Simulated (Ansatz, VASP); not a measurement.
## Two plane-wave programs on Si2C

```xyz
3
Lattice="-1.4733 1.4733 3.6459 1.4733 -1.4733 3.6459 1.4733 1.4733 -3.6459" Properties=species:S:1:pos:R:3 pbc="T T T"
Si    0.0000    0.0000    2.7702
Si    0.0000    0.0000    4.5217
C     0.0000    1.4733    1.8230
```

Alike in both runs: task relaxation of cell and atoms; functional PBE; k mesh 8 × 8 × 8; occupations gaussian, width 0.1 eV; no spin polarisation.

```csv
,VASP,Ansatz
version,VASP 6.6.1,Ansatz 0.2.0
potentials or method,"VASP PAW PBE potentials, release 64 (Si, C), cutoff 600 eV","scalar-relativistic, plane waves, PAW"
valence electrons in the cell,12,12
```

```csv
,VASP,Ansatz,Ansatz less VASP
"gap on the k mesh at the Fermi level, each at its own relaxed structure (eV)",none,none,-
relaxed volume (Å³/atom),13.69,13.70,+0.009
relaxed cell length with the largest relative difference (Å),4.960,4.965,+0.0046
```

A gap of «none» marks a metal or a gap that the smearing closes.

The k mesh is coarse, so the values compare programs but aren't converged. Noted on VASP's run: the volume moved by over 15 % at a fixed basis, so the end points are rough.
